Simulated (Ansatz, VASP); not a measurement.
Two plane-wave programs on SiO2

```
Si O
1.0
     4.98770    0.00000    0.00000
     0.00000    4.98770    0.00000
     0.00000    0.00000    6.96970
Si O
4 8
Direct
  0.29490 0.29490 0.00000
  0.20510 0.79490 0.25000
  0.70510 0.70510 0.50000
  0.79490 0.20510 0.75000
  0.24160 0.09680 0.17470
  0.40320 0.74160 0.42470
  0.75840 0.90320 0.67470
  0.59680 0.25840 0.92470
  0.74160 0.40320 0.57530
  0.90320 0.75840 0.32530
  0.25840 0.59680 0.07530
  0.09680 0.24160 0.82530
```

Alike in both runs: task single point; functional LDA; k mesh 4 × 4 × 4; occupations gaussian, width 0.1 eV; no spin polarisation.

```csv
,VASP,Ansatz
version,VASP 6.6.1,Ansatz 0.2.0
potentials or method,"VASP PAW LDA potentials, release 64 (Si, O), cutoff 600 eV","scalar-relativistic, plane waves, PAW"
valence electrons in the cell,64,64
```

```tsv
	VASP	Ansatz	Ansatz less VASP
gap on the k mesh at the Fermi level (eV)	5.56	5.56	+0.002
least direct gap on the mesh (eV)	5.56	5.56	+0.002
pressure (GPa)	3.0	2.8	-0.15
traceless stress, the component that is largest in VASP (GPa)	1.19	1.21	+0.015
rms of the force components (eV/Å)	0.271	0.262	-0.0089
```

Ansatz warns that its potentials were made for another functional, while VASP's fit it. LDA's correlation is that of Perdew and Zunger in VASP and of Perdew and Wang (1992) in Ansatz. Atom by atom the forces differ by 0.012 eV/Å (rms over components).
